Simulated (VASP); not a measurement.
A run of VASP 6.6.1 is set up as follows.

Contents of INCAR:

```
ALGO = Normal ; EDIFF = 1E-7
EDIFFG = -0.01 ; ENCUT = 600
GGA = CA ; IBRION = 2
ISIF = 3 ; ISMEAR = -1
LASPH = True ; LCHARG = False
LREAL = False ; LWAVE = False
NELM = 60 ; NSW = 60
PREC = Accurate ; SIGMA = 0.05
```

Contents of KPOINTS:

```
k-points
0
Gamma
  10 10 6
```

The input POSCAR:

```
Ge
1.0
    1.4880529250     -2.5946896100      0.0000000000
    1.4880529250      2.5946896100      0.0000000000
    0.0000000000      0.0000000000      4.7275957900
Ge
2
Direct
    0.3334466300      0.6665533700      0.2500000000
    0.6665533700      0.3334466300      0.7500000000
```

Potentials or basis: VASP PAW LDA potentials, release 64 (Ge_d).

The run is started by

```sh
$ cat potpaw_LDA.64/Ge_d/POTCAR > POTCAR
$ mpirun -np 1 vasp_std > vasp.out
```

Predict the space group after relaxing (to 0.05 Å).

Cmcm (No. 63).

What does it give for the band gap on the k mesh?

Zero (band 14 reaches 13.97 eV, above the bottom of band 15 at 4.77 eV).

Predict the relaxed cell.

a = 2.959 Å, b = 2.959 Å, c = 4.781 Å, α = 90.00°, β = 90.00°, γ = 120.97°.

Estimate the relaxed volume.

17.95 Å³/atom.

Final structure:
```
Ge
1.0
     1.45784   -2.57490    0.00000
     1.45784    2.57490    0.00000
     0.00000    0.00000    4.78054
Ge
2
Cartesian
  1.4578 0.8560 1.1951
  1.4578 -0.8560 3.5854
```
